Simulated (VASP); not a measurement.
Write the native input for VASP 6.6.1 that does the following.

| Item | Value |
| --- | --- |
| Task | single point |
| Functional | r2SCAN |
| Potentials or basis | VASP PAW PBE potentials, release 64 (Li_sv, K_sv, F) |
| Cutoff | 520 eV |
| k mesh | 10 × 10 × 10 |
| Occupations | gaussian, width 0.01 eV |
| Spin | no spin polarisation |
| Dipole correction | no |
| Further INCAR settings | ALGO = Normal; EDIFF = 1e-07; NBANDS = 21 |

Crystal: KLiF2.

```xyz
4
Lattice="1.6223 0.9366 5.6489 -1.6223 0.9366 5.6489 0.0000 -1.8733 5.6489" Properties=species:S:1:pos:R:3 pbc="T T T"
Li    1.6223    0.9366    5.6489
K     0.0000    0.0000    8.4733
F     0.0000    0.0000    4.5578
F     0.0000    0.0000   12.3889
```

One way to write it, as run:

POSCAR

```
KLiF2
1.0
    1.6223039197      0.9366376048      5.6488965154
   -1.6223039197      0.9366376048      5.6488965154
    0.0000000000     -1.8732752095      5.6488965154
Li K F
1 1 2
Direct
    1.0000000000      0.0000000000      0.0000000000
    0.5000000000      0.5000000000      0.5000000000
    0.2689466836      0.2689466836      0.2689466836
    0.7310533164      0.7310533164      0.7310533164
```

INCAR.step1

```
SYSTEM = KLiF2
ALGO     = Normal         ! electronic algorithm
EDIFF    = 1E-4           ! SCF threshold, eV
ENCUT    = 520            ! plane-wave cutoff, eV
GGA      = PE             ! functional
ISMEAR   = 0              ! smearing method
LASPH    = .True.         ! aspherical terms in the spheres
LCHARG   = .False.        ! write CHGCAR
LREAL    = .False.        ! projectors in reciprocal space
LWAVE    = .True.         ! write WAVECAR
NBANDS   = 21             ! bands
NELM     = 60             ! most SCF steps
PREC     = Accurate       ! precision mode
SIGMA    = 0.01           ! smearing width, eV
```

INCAR.step2

```
SYSTEM = KLiF2
ALGO     = Normal         ! electronic algorithm
EDIFF    = 1E-7           ! SCF threshold, eV
ENCUT    = 520            ! plane-wave cutoff, eV
ISIF     = 2              ! what is computed and relaxed
ISMEAR   = 0              ! smearing method
ISTART   = 1            
LASPH    = .True.         ! aspherical terms in the spheres
LCHARG   = .False.        ! write CHGCAR
LMIXTAU  = .True.       
LREAL    = .False.        ! projectors in reciprocal space
LWAVE    = .False.        ! write WAVECAR
METAGGA  = R2SCAN         ! meta-GGA
NBANDS   = 21             ! bands
NELM     = 60             ! most SCF steps
PREC     = Accurate       ! precision mode
SIGMA    = 0.01           ! smearing width, eV
```

KPOINTS

```
k-points
0
Gamma
  10 10 10
  0 0 0
```

Potentials or basis: VASP PAW PBE potentials, release 64 (Li_sv, K_sv, F).

Launch:

```console
$ cat potpaw_PBE.64/Li_sv/POTCAR potpaw_PBE.64/K_sv/POTCAR potpaw_PBE.64/F/POTCAR > POTCAR
$ cp INCAR.step1 INCAR
$ mpirun -np 1 vasp_std > vasp.out
$ cp INCAR.step2 INCAR
$ mpirun -np 1 vasp_std > vasp.out
```

Results of the run:

```yaml
Largest_force: 0.052 eV/Å
Band_gap_on_the_k_mesh: 7.47 eV
```

Caveat: the PAW data sets were made with another functional, which shifts forces and pressure a little.

It took 13 min on 1 thread of Intel(R) Xeon(R) Platinum 8488C (Sapphire Rapids) (shared host), peak memory 0.43 GiB.
